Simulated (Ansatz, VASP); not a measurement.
## B5P: VASP beside Ansatz

```xyz
6
Lattice="3.3224 0.0000 0.0000 -1.6612 2.8773 0.0000 0.0000 0.0000 6.0218" Properties=species:S:1:pos:R:3 pbc="T T T"
B     1.6612    0.0000    0.0000
B    -0.8306    1.4386    0.0000
B     0.8306    1.4386    0.0000
B     0.0000    0.0000    4.8267
B     0.0000    0.0000    1.1950
P     0.0000    0.0000    3.0109
```

Alike in both runs: functional PBE; k mesh 6 × 6 × 2; occupations gaussian, width 0.2 eV; no spin polarisation.

Ansatz relaxed the structure, and its values are those at the end. VASP's run is a single point on that final structure, the one shown.

|  | VASP | Ansatz |
| --- | --- | --- |
| version | VASP 6.6.1 | Ansatz 0.2.0 |
| potentials or method | VASP PAW PBE potentials, release 64 (B, P), cutoff 500 eV | scalar-relativistic, plane waves, PAW |
| valence electrons in the cell | 20 | 20 |

```tsv
	VASP	Ansatz	Ansatz less VASP
gap on the k mesh at the Fermi level (eV)	none	none	-
pressure (GPa)	-0.1	0.0	+0.05
rms of the force components (eV/Å)	0.013	0.005	-0.0072
```

A gap of «none» marks a metal or a gap that the smearing closes.

The k mesh is coarse, so the values compare programs but aren't converged.
